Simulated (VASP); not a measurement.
**Sn6Ge: single point with PBE**

The system is Sn6Ge.

```
CELL_PARAMETERS angstrom
8.49133 0.00000 0.00000
-4.24567 7.35371 0.00000
0.00000 0.00000 3.01675
ATOMIC_POSITIONS crystal
Sn 0.85823 0.57970 0.00000
Sn 0.57970 0.72147 0.00000
Sn 0.14177 0.42030 0.00000
Sn 0.42030 0.27853 0.00000
Sn 0.27853 0.85823 0.00000
Sn 0.72147 0.14177 0.00000
Ge 0.00000 0.00000 0.00000
```

```yaml
Program: VASP 6.6.1
Task: single point
Functional: PBE
Potentials_or_basis: VASP PAW PBE potentials, release 64 (Sn_d, Ge_d)
Cutoff: 520 eV
k_mesh: 3 × 3 × 6
Occupations: gaussian, width 0.2 eV
Spin: no spin polarisation
```

The pressure is -0.4 GPa. The largest force is 0.018 eV/Å and the band gap on the k mesh is zero (band 49 reaches 9.41 eV, above the bottom of band 50 at 6.07 eV).

Forces in eV/Å, atoms in the order of the input:
```
Sn  -0.012 -0.014  0.000
Sn  -0.018  0.004  0.000
Sn   0.012  0.014  0.000
Sn   0.018 -0.004  0.000
Sn   0.006 -0.018  0.000
Sn  -0.006  0.018  0.000
Ge   0.000  0.000  0.000
```

Stress tensor (GPa, compression positive):
```
-0.23  0.00  0.00
 0.00 -0.23  0.00
 0.00  0.00 -0.79
```

Levels at points of the mesh, in eV from the Fermi level:
```
           k point  band 45  band 46  band 47  band 48  band 49  band 50  band 51  band 52  band 53  band 54
(0.00, 0.00, 0.00)    -1.93    -1.93    -1.87    -1.87     1.34     1.34     1.35     1.35     1.40     1.68
(0.00, 0.00, 0.50)    -2.47    -2.28    -2.28    -2.18    -2.12     0.47     0.76     0.76     0.90     1.09
```

Run time: 100 s on 1 thread of Intel(R) Xeon(R) 6975P-C (Granite Rapids), on a shared host, peak memory 0.35 GiB.

Caveat: spin-orbit coupling is left out, which moves the levels of the heavy elements.
